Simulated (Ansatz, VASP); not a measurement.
Two plane-wave programs on MgO

File INCAR:

```
PREC     = Accurate       # precision mode
ENCUT    = 600            # plane-wave cutoff, eV
EDIFF    = 1E-6           # SCF threshold, eV
ISMEAR   = -1             # smearing method
SIGMA    = 0.0134         # smearing width, eV
LREAL    = F              # projectors in reciprocal space
LASPH    = T              # aspherical terms in the spheres
NELM     = 120            # most SCF steps
ALGO     = Normal         # electronic algorithm
ISIF     = 2              # what is computed and relaxed
LWAVE    = F              # write WAVECAR
LCHARG   = T              # write CHGCAR
GGA      = PE             # functional
LELF     = T              # ELF
LVHAR    = T            
NBANDS   = 11             # bands
GGA_COMPAT= F
```

KPOINTS

```
regular mesh
0
Gamma
  7 7 7
```

The input POSCAR:

```
MgO
1.0
    0.0000000000      2.1944256300      2.1944256300
    2.1944256300      0.0000000000      2.1944256300
    2.1944256300      2.1944256300      0.0000000000
Mg O
1 1
Direct
    0.0000000000      0.0000000000      0.0000000000
    0.5000000000      0.5000000000      0.5000000000
```

Input for Ansatz:

```yaml
crystal:
  lattice:
    - [0.0, 2.19442563, 2.19442563]
    - [2.19442563, 0.0, 2.19442563]
    - [2.19442563, 2.19442563, 0.0]
  atoms:
    - { symbol: Mg, position: [0.0, 0.0, 0.0] }
    - { symbol: O, position: [0.5, 0.5, 0.5] }
  symmetry: { tolerance: 0.0003 }
kpoints:
  mp_grid: { grid: [7, 7, 7], shift: [0, 0, 0] }
magnetization:
  spin_polarized: false
scf:
  occupations: { method: fermi_dirac, width: 0.0134 }
hamiltonian:
  pseudopotentials: { kind: paw }
  xc: pbe
basis:
  ecutwfc: 420
output:
  forces: true
  stress: true
  eigenvalues: true
```

Alike in both runs: task single point; functional PBE; k mesh 7 × 7 × 7; occupations fermi-dirac, width 0.0134 eV; no spin polarisation.

```csv
,VASP,Ansatz
version,VASP 6.6.1,Ansatz 0.2.0
potentials or method,"VASP PAW PBE potentials, release 64 (Mg, O), cutoff 600 eV",PAW plane waves
valence electrons in the cell,8,16
```

```csv
,VASP,Ansatz,Ansatz less VASP
gap on the k mesh at the Fermi level (eV),3.62,3.64,+0.020
pressure (GPa),-12.5,-11.5,+0.96
```

VASP's potentials hold 8 valence electrons a cell and Ansatz's 16, so a difference there can come from the potentials and not from the codes.
